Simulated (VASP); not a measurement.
# Ni (Fm-3m) in VASP: further runs, part 2 of 2

VASP 6.6.1.

### 3 Single point, LDA, collinear spin, ferromagnetic start (11.84 Å³/atom)

File INCAR:

```
  PREC = Accurate
  ENCUT = 520
  EDIFF = 1E-6
  ISMEAR = 0
  SIGMA = 0.15
  LREAL = F
  LASPH = T
  NELM = 150
  ALGO = Normal
  ISIF = 2
  LWAVE = F
  LCHARG = T
  ISPIN = 2
  MAGMOM = 0.5
  LORBIT = 11
  NUPDOWN = 0.5
  LMAXMIX = 4
  LELF = T
  LVHAR = T
  NBANDS = 15
```

File KPOINTS:

```
Automatic mesh
0
Gamma
  24 24 24
```

File POSCAR:

```
Ni
1.0
    0.0000000000      1.8092629499      1.8092629499
    1.8092629499      0.0000000000      1.8092629499
    1.8092629499      1.8092629499      0.0000000000
Ni
1
Direct
    0.0000000000      0.0000000000      0.0000000000
```

Potentials or basis: VASP PAW LDA potentials, release 64 (Ni).

Command:

```bash
$ cat potpaw_LDA.64/Ni/POTCAR > POTCAR
$ mpirun -np 1 vasp_std > vasp.out
```

OUTCAR:

```text
PREC = Accurate
   ENCUT = 520
   EDIFF = 1E-6
   ISMEAR = 0
   LREAL = F
   LASPH = T
   NELM = 150
   ISIF = 2
   ISPIN = 2
   LORBIT = 11
   NUPDOWN = 0.5

 ion  position               nearest neighbor table
   1  0.000  0.000  0.000-

  LATTYP: Found a face centered cubic cell.
 ALAT       =     3.6185258998

  Lattice vectors:

 A1 = (   0.0000000000,   1.8092629499,   1.8092629499)
 A2 = (   1.8092629499,   0.0000000000,   1.8092629499)
 A3 = (   1.8092629499,   1.8092629499,   0.0000000000)

Analysis of symmetry for initial positions (statically):
=====================================================================
 Subroutine PRICEL returns:
 Original cell was already a primitive cell.

 Routine SETGRP: Setting up the symmetry group for a
 face centered cubic supercell.

 Subroutine GETGRP returns: Found 48 space group operations
 (whereof 48 operations were pure point group operations)
 out of a pool of 48 trial point group operations.

The static configuration has the point symmetry O_h .

Analysis of symmetry for dynamics (positions and initial velocities):
=====================================================================
 Subroutine PRICEL returns:
 Original cell was already a primitive cell.

 Routine SETGRP: Setting up the symmetry group for a
 face centered cubic supercell.

 Subroutine GETGRP returns: Found 48 space group operations
 (whereof 48 operations were pure point group operations)
 out of a pool of 48 trial point group operations.

The dynamic configuration has the point symmetry O_h .

Analysis of structural, dynamic, and magnetic symmetry:
=====================================================================
 Subroutine PRICEL returns:
 Original cell was already a primitive cell.

 Routine SETGRP: Setting up the symmetry group for a
 face centered cubic supercell.

 Subroutine GETGRP returns: Found 48 space group operations
 (whereof 48 operations were pure point group operations)
 out of a pool of 48 trial point group operations.

The overall configuration has the point symmetry O_h .

[... 163 lines left out ...]
      7      30.9399      0.00000
      8      34.0284      0.00000
      9      34.0284      0.00000
     10      34.0284      0.00000
     11      36.7860      0.00000
     12      36.7860      0.00000
     13      36.7860      0.00000
     14      40.1104      0.00000
[... 403 lines left out ...]
      4       6.8644      1.00000
      5       7.4028      0.99414
      6       7.8275      0.06890
      7      13.8168      0.00000
      8      29.2581      0.00000
      9      30.2011      0.00000
     10      30.8182      0.00000
     11      34.6943      0.00000
     12      35.0865      0.00000
     13      39.9103      0.00000
     14      49.2133      0.00000
     15      51.4807      0.00000

 [... further k-points ...]

 spin component 2

 k-point     1 :       0.0000    0.0000    0.0000
  band No.  band energies     occupation
      1      -0.5140      1.00000
      2       6.3104      1.00000
      3       6.3104      1.00000
      4       6.3104      1.00000
      5       7.2809      1.00000
      6       7.2809      1.00000
      7      30.9035      0.00000
      8      34.0605      0.00000
      9      34.0605      0.00000
     10      34.0606      0.00000
     11      36.9036      0.00000
     12      36.9036      0.00000
     13      36.9036      0.00000
     14      40.0708      0.00000
[... 403 lines left out ...]
      4       7.1188      1.00000
      5       7.9453      0.19271
      6       8.1888      0.00078
      7      14.0789      0.00000
      8      29.2331      0.00000
      9      30.2865      0.00000
     10      30.9026      0.00000
     11      34.7664      0.00000
     12      35.1668      0.00000
     13      40.0290      0.00000
     14      49.3026      0.00000
     15      51.5515      0.00000

 [... further k-points ...]

------------------------ aborting loop because EDIFF is reached ----------------------------------------

  FORCE on cell =-STRESS in cart. coord.  units (eV):
  Direction    XX          YY          ZZ          XY          YZ          ZX
  --------------------------------------------------------------------------------------
  -------------------------------------------------------------------------------------
  Total       -2.0815104     -2.0815104     -2.0815104      0.0000000      0.0000000      0.0000000
  in kB     -281.5490749   -281.5490749   -281.5490749      0.0000000      0.0000000      0.0000000
  external PRESSURE =    -281.5490749 kB  Pullay stress =       0.0000000 kB

 VOLUME and BASIS-vectors are now :
 -----------------------------------------------------------------------------
  energy-cutoff  :      520.00
  volume of cell :       11.84
      direct lattice vectors                 reciprocal lattice vectors
     0.000000000  1.809262950  1.809262950    -0.276355629  0.276355629  0.276355629
     1.809262950  0.000000000  1.809262950     0.276355629 -0.276355629  0.276355629
     1.809262950  1.809262950  0.000000000     0.276355629  0.276355629 -0.276355629

 POSITION                                       TOTAL-FORCE (eV/Angst)
 -----------------------------------------------------------------------------------
      0.00000      0.00000      0.00000        -0.000000      0.000000      0.000000
 -----------------------------------------------------------------------------------
    total drift:                                0.000000      0.000000      0.000000

  FREE ENERGIE OF THE ION-ELECTRON SYSTEM (eV)
  ---------------------------------------------------
  free  energy   TOTEN  =        -6.3971251785 eV

  energy  without entropy=       -6.3713003374  energy(sigma->0) =       -6.38421276

 total charge

# of ion       s       p       d       tot
------------------------------------------
    1        0.463   0.422   8.300   9.185

 magnetization (x)

# of ion       s       p       d       tot
------------------------------------------
    1       -0.006  -0.018   0.536   0.512
```

OSZICAR:

```text
N       E                     dE             d eps       ncg     rms          rms(c)
DAV:   1     0.324180267772E+02    0.32418E+02   -0.42286E+03 26194   0.842E+02
DAV:   2    -0.597912511928E+01   -0.38397E+02   -0.35549E+02 28203   0.160E+02
DAV:   3    -0.748878116703E+01   -0.15097E+01   -0.14876E+01 30136   0.312E+01
DAV:   4    -0.749937815889E+01   -0.10597E-01   -0.10595E-01 30220   0.248E+00
DAV:   5    -0.749953894190E+01   -0.16078E-03   -0.16078E-03 30861   0.279E-01    0.944E+00
DAV:   6    -0.692579072045E+01    0.57375E+00   -0.17229E+01 35756   0.442E+01    0.704E+00
DAV:   7    -0.641345911068E+01    0.51233E+00   -0.35617E+00 34280   0.182E+01    0.146E+00
DAV:   8    -0.640035272432E+01    0.13106E-01   -0.22124E-02 29116   0.863E-01    0.728E-01
DAV:   9    -0.639794236443E+01    0.24104E-02   -0.15066E-03 41030   0.208E-01    0.227E-01
DAV:  10    -0.639712091371E+01    0.82145E-03   -0.11678E-03 43082   0.167E-01    0.506E-02
DAV:  11    -0.639712475081E+01   -0.38371E-05   -0.84065E-06 27615   0.292E-02    0.198E-02
DAV:  12    -0.639712517847E+01   -0.42766E-06   -0.23030E-06 24562   0.827E-03
   1 F= -.63971252E+01 E0= -.63842128E+01  d E =-.258248E-01  mag=     0.5000
```

Run time: 57 s. Hardware: 1 thread of Intel Xeon 6975P-C (Granite Rapids), shared host; peak memory 0.21 GiB.

What came out:

| Property | Result |
| --- | --- |
| Free energy | -6.3971 eV |
| Pressure | -28.2 GPa |
| Net moment | 0.50 μB per cell |
| Site moments | Ni +0.51 μB |
| Valence electrons inside the program's atomic spheres | Ni 9.19 |

Caveat: the cell stands under tension; the total moment is fixed, so each spin has its own Fermi level and the state may be an excited one.

### 4 Single point, LDA, collinear spin, ferromagnetic start (11.84 Å³/atom)

File INCAR:

```
PREC = Accurate
ENCUT = 520
EDIFF = 1E-6
ISMEAR = 0
SIGMA = 0.15
LREAL = F
LASPH = T
NELM = 150
ALGO = Normal
ISIF = 2
LWAVE = F
LCHARG = F
ISPIN = 2
MAGMOM = 0.25
LORBIT = 11
NUPDOWN = 0.25
LMAXMIX = 4
GGA = CA
NBANDS = 15
```

File KPOINTS:

```
regular mesh
0
Gamma
  24 24 24
```

POSCAR is that of step 3.

Potentials or basis: VASP PAW LDA potentials, release 64 (Ni).

Command:

```bash
$ cat potpaw_LDA.64/Ni/POTCAR > POTCAR
$ mpirun -np 1 vasp_std > vasp.out
```

OUTCAR:

```text
PREC = Accurate
   ENCUT = 520
   EDIFF = 1E-6
   ISMEAR = 0
   LREAL = F
   LASPH = T
   NELM = 150
   ISIF = 2
   ISPIN = 2
   LORBIT = 11
   NUPDOWN = 0.25
   GGA = CA

 ion  position               nearest neighbor table
   1  0.000  0.000  0.000-

  LATTYP: Found a face centered cubic cell.
 ALAT       =     3.6185258998

  Lattice vectors:

 A1 = (   0.0000000000,   1.8092629499,   1.8092629499)
 A2 = (   1.8092629499,   0.0000000000,   1.8092629499)
 A3 = (   1.8092629499,   1.8092629499,   0.0000000000)

Analysis of symmetry for initial positions (statically):
=====================================================================
 Subroutine PRICEL returns:
 Original cell was already a primitive cell.

 Routine SETGRP: Setting up the symmetry group for a
 face centered cubic supercell.

 Subroutine GETGRP returns: Found 48 space group operations
 (whereof 48 operations were pure point group operations)
 out of a pool of 48 trial point group operations.

The static configuration has the point symmetry O_h .

Analysis of symmetry for dynamics (positions and initial velocities):
=====================================================================
 Subroutine PRICEL returns:
 Original cell was already a primitive cell.

 Routine SETGRP: Setting up the symmetry group for a
 face centered cubic supercell.

 Subroutine GETGRP returns: Found 48 space group operations
 (whereof 48 operations were pure point group operations)
 out of a pool of 48 trial point group operations.

The dynamic configuration has the point symmetry O_h .

Analysis of structural, dynamic, and magnetic symmetry:
=====================================================================
 Subroutine PRICEL returns:
 Original cell was already a primitive cell.

 Routine SETGRP: Setting up the symmetry group for a
 face centered cubic supercell.

 Subroutine GETGRP returns: Found 48 space group operations
 (whereof 48 operations were pure point group operations)
 out of a pool of 48 trial point group operations.

The overall configuration has the point symmetry O_h .

 Subroutine INISYM returns: Found 48 space group operations
[... 162 lines left out ...]
      7      30.9312      0.00000
      8      34.0374      0.00000
      9      34.0374      0.00000
     10      34.0374      0.00000
     11      36.8156      0.00000
     12      36.8156      0.00000
     13      36.8156      0.00000
     14      40.1006      0.00000
[... 403 lines left out ...]
      4       6.9385      1.00000
      5       7.5404      0.83864
      6       7.9091      0.00642
      7      13.8817      0.00000
      8      29.2522      0.00000
      9      30.2233      0.00000
     10      30.8401      0.00000
     11      34.7129      0.00000
     12      35.1072      0.00000
     13      39.9411      0.00000
     14      49.2373      0.00000
     15      51.4994      0.00000

 [... further k-points ...]

 spin component 2

 k-point     1 :       0.0000    0.0000    0.0000
  band No.  band energies     occupation
      1      -0.5197      1.00000
      2       6.1840      1.00000
      3       6.1840      1.00000
      4       6.1840      1.00000
      5       7.1668      1.00000
      6       7.1668      1.00000
      7      30.9108      0.00000
      8      34.0515      0.00000
      9      34.0515      0.00000
     10      34.0515      0.00000
     11      36.8733      0.00000
     12      36.8733      0.00000
     13      36.8733      0.00000
     14      40.0786      0.00000
[... 403 lines left out ...]
      4       7.0645      1.00000
      5       7.8130      0.38732
      6       8.0909      0.00183
      7      14.0127      0.00000
      8      29.2375      0.00000
      9      30.2645      0.00000
     10      30.8809      0.00000
     11      34.7472      0.00000
     12      35.1457      0.00000
     13      39.9992      0.00000
     14      49.2803      0.00000
     15      51.5330      0.00000

 [... further k-points ...]

------------------------ aborting loop because EDIFF is reached ----------------------------------------

  FORCE on cell =-STRESS in cart. coord.  units (eV):
  Direction    XX          YY          ZZ          XY          YZ          ZX
  --------------------------------------------------------------------------------------
  -------------------------------------------------------------------------------------
  Total       -2.1038519     -2.1038519     -2.1038519      0.0000000      0.0000000      0.0000000
  in kB     -284.5710339   -284.5710339   -284.5710339      0.0000000      0.0000000      0.0000000
  external PRESSURE =    -284.5710339 kB  Pullay stress =       0.0000000 kB

 VOLUME and BASIS-vectors are now :
 -----------------------------------------------------------------------------
  energy-cutoff  :      520.00
  volume of cell :       11.84
      direct lattice vectors                 reciprocal lattice vectors
     0.000000000  1.809262950  1.809262950    -0.276355629  0.276355629  0.276355629
     1.809262950  0.000000000  1.809262950     0.276355629 -0.276355629  0.276355629
     1.809262950  1.809262950  0.000000000     0.276355629  0.276355629 -0.276355629

 POSITION                                       TOTAL-FORCE (eV/Angst)
 -----------------------------------------------------------------------------------
      0.00000      0.00000      0.00000         0.000000      0.000000     -0.000000
 -----------------------------------------------------------------------------------
    total drift:                                0.000000      0.000000      0.000000

  FREE ENERGIE OF THE ION-ELECTRON SYSTEM (eV)
  ---------------------------------------------------
  free  energy   TOTEN  =        -6.3745433642 eV

  energy  without entropy=       -6.3356359944  energy(sigma->0) =       -6.35508968

 total charge

# of ion       s       p       d       tot
------------------------------------------
    1        0.462   0.421   8.302   9.186

 magnetization (x)

# of ion       s       p       d       tot
------------------------------------------
    1       -0.004  -0.010   0.270   0.256
```

Wall time 55 s (1 thread of Intel Xeon 6975P-C (Granite Rapids), shared host); peak memory 0.21 GiB.

What came out:

- Free energy: -6.3745 eV
- Pressure: -28.5 GPa
- Net moment: 0.25 μB per cell
- Site moments: Ni +0.26 μB
- Valence electrons inside the program's atomic spheres: Ni 9.19

Caveat: the cell stands under tension; the total moment is fixed, so each spin has its own Fermi level and the state may be an excited one.

### 5 Single point, LDA, collinear spin, ferromagnetic start (11.84 Å³/atom)

File INCAR:

```
ALGO = Normal ; EDIFF = 1E-6
ENCUT = 520 ; GGA = CA
ISIF = 2 ; ISMEAR = 0
ISPIN = 2 ; LASPH = T
LCHARG = T ; LELF = T
LMAXMIX = 4 ; LORBIT = 11
LREAL = F ; LVHAR = T
LWAVE = F ; MAGMOM = 1
NBANDS = 15 ; NELM = 150
NUPDOWN = 1.0 ; PREC = Accurate
SIGMA = 0.15
```

File KPOINTS:

```
k-points
0
Gamma
  24 24 24
```

POSCAR is that of step 4.

Command:

```bash
$ cat potpaw_LDA.64/Ni/POTCAR > POTCAR
$ mpirun -np 1 vasp_std > vasp.out
```

Run time: 61 s. Hardware: 1 thread of Intel Xeon 6975P-C (Granite Rapids), shared host; peak memory 0.21 GiB.

The run converged. Its results:

```yaml
Free_energy: -6.3085 eV
Pressure: -25.2 GPa
Net_moment: 1.00 μB per cell
Site_moments: Ni +0.99 μB
Valence_electrons_inside_the_program's_atomic_spheres: Ni 9.17
```

Caveat: the cell stands under tension; the total moment is fixed, so each spin has its own Fermi level and the state may be an excited one.

### 6 Overview

| fixed moment (μB) | pressure (GPa) | moment (μB) |
| --- | --- | --- |
| 0.75 | -27.3 | 0.75 |
| 0.5 | -28.2 | 0.50 |
| 0.25 | -28.5 | 0.25 |
| 1.0 | -25.2 | 1.00 |

Alike in all rows: task single point; level LDA; potentials or basis VASP PAW LDA potentials, release 64 (Ni); spin collinear, ferromagnetic start; cell as given; k mesh 24 × 24 × 24; cutoff (eV) 520; smearing gaussian 0.15 eV.

Caveats: the cell stands under tension; the total moment is fixed, so each spin has its own Fermi level and the state may be an excited one.

Absolute energies hang on the potentials; compare differences alone.
